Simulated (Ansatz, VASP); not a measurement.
**Two plane-wave programs on ZnO**

POSCAR

```
ZnO
1.0
    3.2351975635      0.0000000000      0.0000000000
   -1.6175987818      2.8017632763      0.0000000000
    0.0000000000      0.0000000000      5.2114228349
Zn O
2 2
Direct
    0.3333333333      0.6666666667      0.4996923815
    0.6666666667      0.3333333333     -0.0003076185
    0.6666666667      0.3333333333      0.3793176185
    0.3333333333      0.6666666667      0.8793176185
```

INCAR.step1

```
PREC = Accurate ; ENCUT = 520
ISMEAR = 0 ; SIGMA = 0.01
LREAL = False ; LASPH = True
NELM = 100 ; NBANDS = 26
GGA = PE ; ALGO = Normal
EDIFF = 1E-4 ; LWAVE = True
LCHARG = False
```

File INCAR.step2:

```
PREC = Accurate ; ENCUT = 520
EDIFF = 1E-7 ; ISMEAR = 0
SIGMA = 0.01 ; LREAL = False
LASPH = True ; NELM = 100
ALGO = Normal ; ISIF = 2
LWAVE = False ; LCHARG = True
METAGGA = R2SCAN ; LMIXTAU = True
LELF = True ; LVHAR = True
NBANDS = 26 ; ISTART = 1
```

Contents of KPOINTS:

```
Automatic mesh
0
Gamma
  8 8 4
```

Input for Ansatz:

```yaml
crystal:
  lattice:
    - [3.23519756353, 0.0, 0.0]
    - [-1.61759878177, 2.80176327628, 0.0]
    - [0.0, 0.0, 5.21142283495]
  atoms:
    - { symbol: Zn, position: [0.333333333333, 0.666666666667, 0.499692381518] }
    - { symbol: Zn, position: [0.666666666667, 0.333333333333, -0.000307618482] }
    - { symbol: O, position: [0.666666666667, 0.333333333333, 0.379317618482] }
    - { symbol: O, position: [0.333333333333, 0.666666666667, 0.879317618482] }
kpoints:
  mp_grid: { grid: [8, 8, 4] }
scf:
  occupations: { method: fixed }
hamiltonian:
  xc: r2scan
  pseudopotentials: { kind: paw }
output:
  forces: true
  stress: true
  eigenvalues: true
  eigenstates:
    nscf_kmesh: { grid: [12, 12, 6] }
    de_dk: true
    e_range: [-9, 11.23770139026]
  optics:
    e_range: [0, 20]
    de: 0.2
    sigma: 0.1
    bands: { spectra_wanted_up_to: 20 }
    nscf_kmesh: { grid: [12, 12, 6] }
checkpoint:
  write: ck
  write_wavefunctions: false
```

Alike in both runs: task single point; functional r2SCAN; k mesh 8 × 8 × 4; no spin polarisation.

|  | VASP | Ansatz |
| --- | --- | --- |
| version | VASP 6.6.1 | Ansatz 0.2.0 |
| potentials or method | VASP PAW PBE potentials, release 64 (Zn, O) | PAW with Ansatz's default frozen-core files, scalar-relativistic |
| plane-wave cutoff (eV) | 520 | 500 |
| occupations | gaussian, width 0.01 eV | fixed |
| valence electrons in the cell | 36 | 36 |

|  | VASP | Ansatz | Ansatz less VASP |
| --- | --- | --- | --- |
| gap on the k mesh at the Fermi level (eV) | 1.23 | 1.24 | +0.003 |
| pressure (GPa) | 1.0 | 0.0 | -1.02 |
| traceless stress, the component that is largest in VASP (GPa) | 0.08 | 0.00 | -0.077 |
| rms of the force components (eV/Å) | 0.006 | 0.000 | -0.0057 |

VASP's potentials were made for PBE, not for r2SCAN. Atom by atom the forces differ by 0.006 eV/Å (rms over components).
